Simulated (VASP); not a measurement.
# WSe2 in VASP: notebook

The runs below take WSe2 through single point, with r2SCAN.

Everything below comes from runs of VASP 6.6.1. Logs are shortened: lines on timing, memory, paths and dates and some standing lists are left out, and cuts for length are marked.

**1. The cell of the first run**

The cell holds a slab with vacuum, 3 atoms: a = 3.314 Å, b = 3.215 Å, c = 16.659 Å, α = 90.00°, β = 90.00°, γ = 121.02°.

**2. Single point, r2SCAN (strain -0.0400 x Voigt [0, 1, 0, 0, 0, 0])**

POSCAR

```
WSe2
1.0
    3.3143636060      0.0000000000      0.0000000000
   -1.6571818030      2.7555101570      0.0000000000
    0.0000000000      0.0000000000     16.6586759938
W Se
1 2
Direct
    0.0000000000      0.0000000000      0.0000000000
    0.3333333333      0.6666666667      0.0997031696
    0.3333333333      0.6666666667      0.9002968304
```

INCAR.step1

```
SYSTEM = WSe2
PREC = Accurate ; ENCUT = 520
ISMEAR = 0 ; SIGMA = 0.05
LREAL = .FALSE. ; LASPH = .TRUE.
NELM = 80 ; NBANDS = 20
GGA = PE ; ALGO = Normal
EDIFF = 1E-4 ; LWAVE = .TRUE.
LCHARG = .FALSE.
```

INCAR.step2

```
SYSTEM = WSe2
PREC = Accurate ; ENCUT = 520
EDIFF = 1E-6 ; ISMEAR = 0
SIGMA = 0.05 ; LREAL = .FALSE.
LASPH = .TRUE. ; NELM = 80
ALGO = Normal ; ISIF = 2
LWAVE = .FALSE. ; LCHARG = .TRUE.
METAGGA = R2SCAN ; LMIXTAU = .TRUE.
LELF = .TRUE. ; LVHAR = .TRUE.
NBANDS = 20 ; ISTART = 1
```

KPOINTS

```
Automatic mesh
0
G
  12 12 2
  0 0 0
```

Potentials or basis: VASP PAW PBE potentials, release 64 (W_sv, Se).

Started as:

```sh
> cat potpaw_PBE.64/W_sv/POTCAR potpaw_PBE.64/Se/POTCAR > POTCAR
> cp INCAR.step1 INCAR
> mpirun -np 1 vasp_std > vasp.out
> cp INCAR.step2 INCAR
> mpirun -np 1 vasp_std > vasp.out
```

OUTCAR:

```text
SYSTEM = WSe2
   PREC = Accurate
   ENCUT = 520
   EDIFF = 1E-6
   ISMEAR = 0
   LREAL = .FALSE.
   LASPH = .TRUE.
   NELM = 80
   ISIF = 2
   METAGGA = R2SCAN
   ISTART = 1

 ion  position               nearest neighbor table
   1  0.000  0.000  0.000-   2 2.48   3 2.48   2 2.52   3 2.52   2 2.52   3 2.52
   2  0.333  0.667  0.100-   1 2.48   1 2.52   1 2.52
   3  0.333  0.667  0.900-   1 2.48   1 2.52   1 2.52

  Warning from LATTYP: Monoclinic adjustment (A1->A3, A2->A1, A3->A2)!
  LATTYP: Found a base centered orthorhombic cell.
 ALAT       =     3.3143636060
 B/A-ratio  =     1.6627687753
 C/A-ratio  =     5.0262065283

  Lattice vectors:

 A1 = (   1.6571818030,  -2.7555101570,   0.0000000000)
 A2 = (   1.6571818030,   2.7555101570,   0.0000000000)
 A3 = (   0.0000000000,   0.0000000000,  16.6586759938)

Analysis of symmetry for initial positions (statically):
=====================================================================
 Subroutine PRICEL returns:
 Original cell was already a primitive cell.

 Routine SETGRP: Setting up the symmetry group for a
 base centered orthorhombic supercell.

 Subroutine GETGRP returns: Found  4 space group operations
 (whereof  4 operations were pure point group operations)
 out of a pool of  8 trial point group operations.

The static configuration has the point symmetry C_2v.

Analysis of symmetry for dynamics (positions and initial velocities):
=====================================================================
 Subroutine PRICEL returns:
 Original cell was already a primitive cell.

 Routine SETGRP: Setting up the symmetry group for a
 base centered orthorhombic supercell.

 Subroutine GETGRP returns: Found  4 space group operations
 (whereof  4 operations were pure point group operations)
 out of a pool of  8 trial point group operations.

The dynamic configuration has the point symmetry C_2v.

 Subroutine INISYM returns: Found  4 space group operations
 (whereof  4 operations are pure point group operations),
 and found     1 'primitive' translations

----------------------------------------------------------------------------------------

                                     Primitive cell

  volume of cell :     152.1397

  direct lattice vectors                    reciprocal lattice vectors
     3.314363606  0.000000000  0.000000000     0.301717047  0.181454602  0.000000000
    -1.657181803  2.755510157  0.000000000     0.000000000  0.362909205  0.000000000
     0.000000000  0.000000000 16.658675994     0.000000000  0.000000000  0.060028780

  length of vectors
     3.314363606  3.215445187 16.658675994     0.352078044  0.362909205  0.060028780

  position of ions in fractional coordinates (direct lattice)
     0.000000000  0.000000000  0.000000000
     0.333333333  0.666666667  0.099703170
     0.333333333  0.666666667  0.900296830

  ion indices of the primitive-cell ions
   primitive index   ion index
                 1           1
                 2           2
                 3           3

----------------------------------------------------------------------------------------

 KPOINTS: Automatic mesh

Automatic generation of k-mesh.
 Grid dimensions read from file:
 generate k-points for:   12   12    2

 Generating k-lattice:

  Cartesian coordinates                     Fractional coordinates (reciprocal lattice)
     0.025143087  0.015121217  0.000000000     0.083333333  0.000000000  0.000000000
     0.000000000  0.030242434  0.000000000     0.000000000  0.083333333  0.000000000
     0.000000000  0.000000000  0.030014390     0.000000000  0.000000000  0.500000000

  Length of vectors
     0.029339837  0.030242434  0.030014390

  Shift w.r.t. Gamma in fractional coordinates (k-lattice)
     0.000000000  0.000000000  0.000000000

 Subroutine IBZKPT returns following result:
 ===========================================

 Found     86 irreducible k-points:

 Following reciprocal coordinates:
            Coordinates               Weight
  0.000000  0.000000  0.000000      1.000000
  0.083333  0.000000  0.000000      4.000000
  0.166667  0.000000  0.000000      4.000000
  0.250000  0.000000  0.000000      4.000000
  0.333333  0.000000  0.000000      4.000000
  0.416667  0.000000  0.000000      4.000000
[... 16 lines left out ...]
  0.333333  0.166667  0.000000      4.000000
  0.416667  0.166667  0.000000      4.000000
 [... further k-points ...]
   k-points           NKPTS =     86   k-points in BZ     NKDIM =     86   number of bands    NBANDS=     20
   number of dos      NEDOS =    301   number of ions     NIONS =      3
   total plane-waves  NPLWV =  84672
   dimension x,y,z NGX =    28 NGY =   24 NGZ =  126
   dimension x,y,z NGXF=    56 NGYF=   48 NGZF=  252
   ions per type =               1   2
   NGX,Y,Z   is equivalent  to a cutoff of  14.04, 12.41, 12.57 a.u.
   NGXF,Y,Z  is equivalent  to a cutoff of  28.09, 24.82, 25.15 a.u.
 SYSTEM =  WSe2
   PREC   = accura    normal or accurate (medium, high low for compatibility)
   ISTART =      1    job   : 0-new  1-cont  2-samecut
   ICHARG =      0    charge: 1-file 2-atom 10-const
   ISPIN  =      1    spin polarized calculation?
   LNONCOLLINEAR =      F non collinear calculations
   LSORBIT =      F    spin-orbit coupling
   LASPH  =      T    aspherical Exc in radial PAW
   ENCUT  =  520.0 eV  38.22 Ry    6.18 a.u.   6.16  5.98 30.97*2*pi/ulx,y,z
   NELM   =     80;   NELMIN=  2; NELMDL=  0     # of ELM steps
   EDIFF  = 0.1E-05   stopping-criterion for ELM
   LREAL  =      F    real-space projection
   EDIFFG = 0.1E-04   stopping-criterion for IOM
   NSW    =      0    number of steps for IOM
   IBRION =     -1    ionic relax: 0-MD 1-quasi-New 2-CG
   NFREE  =      0    steps in history (QN), initial steepest desc. (CG)
   ISIF   =      2    stress and relaxation
   ISYM   =      2    0-nonsym 1-usesym 2-fastsym
   POTIM  = 0.5000    time-step for ionic-motion
   TEBEG  =    0.0;   TEEND  =   0.0 temperature during run
   PSTRESS=    0.0 pullay stress
   NELECT =      26.0000    total number of electrons
   NUPDOWN=      -1.0000    fix difference up-down
   EMIN   =  10.00;   EMAX   =-10.00  energy-range for DOS
   EFERMI =   0.00;   METHOD = LEGACY
   ISMEAR =     0;   SIGMA  =   0.05  broadening in eV -4-tet -1-fermi 0-gaus
   EFERMI_NEDOS =   21; number of points for ismear=-14 and -15
   IALGO  =     38    algorithm
   IMIX   =      4    mixing-type and parameters
     AMIX     =   0.40;   BMIX     =  1.00
     AMIX_MAG =   1.60;   BMIX_MAG =  1.00
  volume/ion in A,a.u.               =      50.71       342.23
  Fermi-wavevector in a.u.,A,eV,Ry     =   0.908486  1.716790 11.229533  0.825347
  Thomas-Fermi vector in A             =   2.032418
   LORBIT       =      0    0 simple, 1 ext, 2 COOP (PROOUT), +10 PAW based schemes
   METAGGA = R2SCAN    functional components
   LHFCALC =     F    Hartree Fock is set to
   AEXX    =    0.0000 exact exchange contribution
   IVDW    =     0    specifies the selected vdW correction
   LEPSILON=     F    determine dielectric tensor
   LRPA    =     F    only Hartree local field effects (RPA)
 non-spin polarized calculation
 Gauss-broadening in eV      SIGMA  =   0.05
  energy-cutoff  :      520.00
  volume of cell :      152.14
 maximum number of plane-waves:      4138
 NGX is ok and might be reduce to    28
   NGX = 13   NGY = 11   NGZ = 61

 number of electron      25.9999999 magnetization

 Free energy of the ion-electron system (eV)
  ---------------------------------------------------
  ext. energy  EPLUGINS =         0.00000000
  ---------------------------------------------------
  free energy    TOTEN  =       -81.66404245 eV

  energy without entropy =      -81.66404245  energy(sigma->0) =      -81.66404245

 E-fermi :  -0.5742     XC(G=0):  -4.9285

 val. band max:       -0.8661036987   @ k =   0.3333   0.3333   0.5000
 cond. band min:       0.9936670358   @ k =   0.3333   0.3333   0.5000
 fundamental gap:      1.8597707346
 Fermi energy:        -0.5741606327

 k-point     1 :       0.0000    0.0000    0.0000
  band No.  band energies     occupation
      1     -76.7578      2.00000
      2     -40.4001      2.00000
      3     -40.2603      2.00000
      4     -40.1968      2.00000
      5     -16.5500      2.00000
      6     -15.1278      2.00000
[... 12 lines left out ...]
     19       4.6681      0.00000
     20       4.9611      0.00000

 k-point     2 :       0.0833    0.0000    0.0000
  band No.  band energies     occupation
      1     -76.7569      2.00000
      2     -40.3963      2.00000
      3     -40.2751      2.00000
      4     -40.2055      2.00000
      5     -16.4362      2.00000
      6     -15.0731      2.00000
[... 12 lines left out ...]
     19       4.8071      0.00000
     20       5.3518      0.00000

 k-point     3 :       0.1667    0.0000    0.0000
  band No.  band energies     occupation
      1     -76.7544      2.00000
      2     -40.3860      2.00000
      3     -40.3208      2.00000
      4     -40.2236      2.00000
      5     -16.1098      2.00000
      6     -14.9167      2.00000
[... 12 lines left out ...]
     19       5.2047      0.00000
     20       5.9563      0.00000

 k-point     4 :       0.2500    0.0000    0.0000
  band No.  band energies     occupation
      1     -76.7509      2.00000
      2     -40.3884      2.00000
      3     -40.3719      2.00000
      4     -40.2424      2.00000
      5     -15.6177      2.00000
      6     -14.6842      2.00000
[... 12 lines left out ...]
     19       5.8122      0.00000
     20       6.4211      0.00000

 k-point     5 :       0.3333    0.0000    0.0000
  band No.  band energies     occupation
      1     -76.7475      2.00000
      2     -40.4572      2.00000
      3     -40.3577      2.00000
      4     -40.2591      2.00000
      5     -15.0497      2.00000
      6     -14.4241      2.00000
[... 12 lines left out ...]
     19       6.2357      0.00000
     20       6.4697      0.00000
[... 353 lines left out ...]
      6     -14.5062      2.00000
[... 12 lines left out ...]
     19       6.2500      0.00000
     20       6.9514      0.00000

 k-point    22 :       0.2500    0.1667    0.0000
  band No.  band energies     occupation
      1     -76.7452      2.00000
      2     -40.4577      2.00000
      3     -40.3497      2.00000
      4     -40.3080      2.00000
      5     -14.7655      2.00000
      6     -14.2655      2.00000
[... 12 lines left out ...]
     19       6.6060      0.00000
     20       6.9719      0.00000

 k-point    23 :       0.3333    0.1667    0.0000
  band No.  band energies     occupation
      1     -76.7433      2.00000
      2     -40.4933      2.00000
      3     -40.3415      2.00000
      4     -40.3215      2.00000
      5     -14.3389      2.00000
      6     -14.0792      2.00000
[... 12 lines left out ...]
     19       7.4115      0.00000
     20       7.6564      0.00000

 k-point    24 :       0.4167    0.1667    0.0000
  band No.  band energies     occupation
      1     -76.7428      2.00000
      2     -40.5023      2.00000
      3     -40.3392      2.00000
      4     -40.3259      2.00000
      5     -14.1906      2.00000
      6     -14.0214      2.00000
[... 12 lines left out ...]
     19       7.8433      0.00000
     20       8.0851      0.00000

 [... further k-points ...]
[... 5 lines left out ...]
  --------------------------------------------------------------------------------------
  -------------------------------------------------------------------------------------
  Total        1.2600884      4.2121670      1.7134359      0.0000000      0.0000000      0.0000000
  in kB       13.2699397     44.3581592     18.0441238      0.0000000      0.0000000      0.0000000
  external PRESSURE =      25.2240742 kB  Pullay stress =       0.0000000 kB

 VOLUME and BASIS-vectors are now :
 -----------------------------------------------------------------------------
  energy-cutoff  :      520.00
  volume of cell :      152.14
      direct lattice vectors                 reciprocal lattice vectors
     3.314363606  0.000000000  0.000000000     0.301717047  0.181454602  0.000000000
    -1.657181803  2.755510157  0.000000000     0.000000000  0.362909205  0.000000000
     0.000000000  0.000000000 16.658675994     0.000000000  0.000000000  0.060028780

 POSITION                                       TOTAL-FORCE (eV/Angst)
 -----------------------------------------------------------------------------------
      0.00000      0.00000      0.00000        -0.000000     -0.360186      0.000000
     -0.00000      1.83701      1.66092         0.000000      0.180093      0.518832
     -0.00000      1.83701     14.99775         0.000000      0.180093     -0.518832
 -----------------------------------------------------------------------------------
    total drift:                                0.000002     -0.000085     -0.000000

  FREE ENERGIE OF THE ION-ELECTRON SYSTEM (eV)
  ---------------------------------------------------
  free  energy   TOTEN  =       -81.6640424460 eV

  energy  without entropy=      -81.6640424460  energy(sigma->0) =      -81.66404245
```

Run time: 20 min. Hardware: 1 thread of Oxide Virtual Turin-like, shared host; peak memory 0.45 GiB.

What came out:

```yaml
Free_energy: -81.6640 eV
Largest_force: 0.549 eV/Å
Band_gap_on_the_k_mesh: 1.86 eV
```

Forces on the atoms (eV/Å):
```
W    0.000 -0.360  0.000
Se   0.000  0.180  0.519
Se   0.000  0.180 -0.519
```

Levels at points of the mesh, in eV from the valence-band top:
```csv
k point,band 9,band 10,band 11,band 12,band 13,band 14,band 15,band 16,band 17,band 18
"(0.00, 0.00, 0.00)",-2.44,-2.27,-1.38,-1.19,-0.43,3.09,3.30,3.49,3.67,4.93
"(0.50, 0.00, 0.00)",-4.55,-3.10,-2.39,-1.16,-0.80,2.65,3.16,4.18,4.94,4.96
"(0.00, 0.50, 0.00)",-4.46,-3.54,-2.29,-1.30,-0.98,2.81,3.12,4.12,4.70,5.14
"(0.00, 0.00, 0.50)",-2.44,-2.27,-1.38,-1.19,-0.43,3.09,3.30,3.49,3.67,5.10
"(0.50, 0.00, 0.50)",-4.55,-3.10,-2.39,-1.16,-0.80,2.65,3.16,4.18,4.95,4.96
"(0.00, 0.50, 0.50)",-4.46,-3.54,-2.29,-1.30,-0.98,2.81,3.12,4.12,4.70,5.14
```

Caveat: the cell differs from its parent crystal (strain -0.0400 x Voigt [0, 1, 0, 0, 0, 0]); there is no dipole correction, which matters where the two faces differ; the PAW data sets were made with another functional, which shifts forces and pressure a little; spin-orbit coupling is left out, which moves the levels of the heavy elements.

**3. Single point, r2SCAN (strain -0.0200 x Voigt [0, 1, 0, 0, 0, 0])**

Edit POSCAR of step 2 so:

```diff
@@ -3,3 +3,3 @@
     3.3143636060      0.0000000000      0.0000000000
-   -1.6571818030      2.7555101570      0.0000000000
+   -1.6571818030      2.8129166186      0.0000000000
     0.0000000000      0.0000000000     16.6586759938
```

INCAR.step1

```
SYSTEM = WSe2
ALGO = Normal
EDIFF = 1E-4
ENCUT = 520
GGA = PE
ISMEAR = 0
LASPH = .TRUE.
LCHARG = .FALSE.
LREAL = .FALSE.
LWAVE = .TRUE.
NBANDS = 20
NELM = 100
PREC = Accurate
SIGMA = 0.05
```

INCAR.step2

```
SYSTEM = WSe2
ALGO = Normal
EDIFF = 1E-6
ENCUT = 520
ISIF = 2
ISMEAR = 0
ISTART = 1
LASPH = .TRUE.
LCHARG = .FALSE.
LMIXTAU = .TRUE.
LREAL = .FALSE.
LWAVE = .FALSE.
METAGGA = R2SCAN
NBANDS = 20
NELM = 100
PREC = Accurate
SIGMA = 0.05
```

KPOINTS

```
k-points
0
G
  12 12 2
  0 0 0
```

Potentials or basis: VASP PAW PBE potentials, release 64 (W_sv, Se).

Started as:

```sh
> cat potpaw_PBE.64/W_sv/POTCAR potpaw_PBE.64/Se/POTCAR > POTCAR
> cp INCAR.step1 INCAR
> mpirun -np 1 vasp_std > vasp.out
> cp INCAR.step2 INCAR
> mpirun -np 1 vasp_std > vasp.out
```

Wall time 17 min (1 thread of Oxide Virtual Turin-like, shared host); peak memory 0.46 GiB.

It converged, with:

```
Free energy            : -81.7286 eV
Largest force          : 0.283 eV/Å
Band gap on the k mesh : 1.75 eV
```

Forces on the atoms (eV/Å):
```
W    0.000 -0.157  0.000
Se   0.000  0.079  0.272
Se   0.000  0.079 -0.272
```

Levels at points of the mesh, in eV from the valence-band top:
```csv
k point,band 9,band 10,band 11,band 12,band 13,band 14,band 15,band 16,band 17,band 18
"(0.00, 0.00, 0.00)",-2.42,-2.33,-1.38,-1.29,-0.34,3.09,3.28,3.29,3.46,4.90
"(0.50, 0.00, 0.00)",-4.46,-3.15,-2.31,-1.09,-0.96,2.59,3.02,4.13,4.79,4.86
"(0.00, 0.50, 0.00)",-4.42,-3.36,-2.26,-1.19,-1.01,2.64,3.02,4.10,4.68,4.96
"(0.00, 0.00, 0.50)",-2.42,-2.33,-1.38,-1.29,-0.34,3.09,3.28,3.29,3.46,5.04
"(0.50, 0.00, 0.50)",-4.46,-3.15,-2.31,-1.09,-0.96,2.59,3.02,4.13,4.79,4.86
"(0.00, 0.50, 0.50)",-4.42,-3.36,-2.26,-1.19,-1.01,2.64,3.02,4.10,4.68,4.96
```

Caveat: the cell differs from its parent crystal (strain -0.0200 x Voigt [0, 1, 0, 0, 0, 0]); there is no dipole correction, which matters where the two faces differ; the PAW data sets were made with another functional, which shifts forces and pressure a little; spin-orbit coupling is left out, which moves the levels of the heavy elements.
